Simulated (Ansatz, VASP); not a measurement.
## One calculation of ScICl2, two programs

Contents of INCAR:

```
SYSTEM = ScICl2
PREC = Accurate ; ENCUT = 520
EDIFF = 1E-6 ; ISMEAR = 0
SIGMA = 0.1 ; LREAL = .FALSE.
LASPH = .TRUE. ; NELM = 80
ALGO = Normal ; ISIF = 2
LWAVE = .FALSE. ; LCHARG = .FALSE.
GGA = PE ; NBANDS = 24
```

File KPOINTS:

```
Automatic mesh
0
G
  6 6 2
  0 0 0
```

The input POSCAR:

```
ScICl2
1.0
    4.2856379600      0.0000000000      0.0000000000
   -2.1428189800      3.7114713400      0.0000000000
    0.0000000000      0.0000000000      8.8341940700
Sc I Cl
1 1 2
Direct
    0.0000000000      0.0000000000      0.5000000000
    0.0000000000      0.0000000000      0.0000000000
    0.0000000000      0.0000000000      0.1977025900
    0.0000000000      0.0000000000      0.8022974100
```

Input for Ansatz:

```yaml
crystal:
  lattice:
    - [4.28563796, 0.0, 0.0]
    - [-2.14281898, 3.71147134, 0.0]
    - [0.0, 0.0, 8.83419407]
  atoms:
    - { symbol: Sc, position: [0.0, 0.0, 0.5] }
    - { symbol: I, position: [0.0, 0.0, 0.0] }
    - { symbol: Cl, position: [0.0, 0.0, 0.19770259] }
    - { symbol: Cl, position: [0.0, 0.0, 0.80229741] }
basis:
  ecutwfc: 420
kpoints:
  mp_grid: { grid: [6, 6, 2] }
hamiltonian:
  xc: pbe
scf:
  occupations: { method: gaussian, width: 0.1 }
  lower_state_search: "off"
output:
  forces: true
  stress: true
  eigenvalues: true
```

Alike in both runs: task single point; functional PBE; k mesh 6 × 6 × 2; occupations gaussian, width 0.1 eV; no spin polarisation.

|  | VASP | Ansatz |
| --- | --- | --- |
| version | VASP 6.6.1 | Ansatz 0.2.0 |
| potentials or method | VASP PAW PBE potentials, release 64 (Sc_sv, I, Cl), cutoff 520 eV | scalar-relativistic, plane waves, PAW |
| valence electrons in the cell | 32 | 42 |

Ansatz gave:

| Item | Value |
| --- | --- |
| gap on the k mesh at the Fermi level (eV) | none |
| rms of the force components (eV/Å) | 17.153 |

Task: Which values does VASP return?

Result: gap on the k mesh at the Fermi level (eV): none; rms of the force components (eV/Å): 17.049.

Atom by atom the forces differ by 0.104 eV/Å (rms over components). A gap of «none» marks a metal or a gap that the smearing closes. With one functional, cell and mesh, what is left measures potentials, basis and numerics. VASP's potentials hold 32 valence electrons a cell and Ansatz's 42, so a difference there can come from the potentials and not from the codes.

Neither program's run includes spin-orbit coupling.
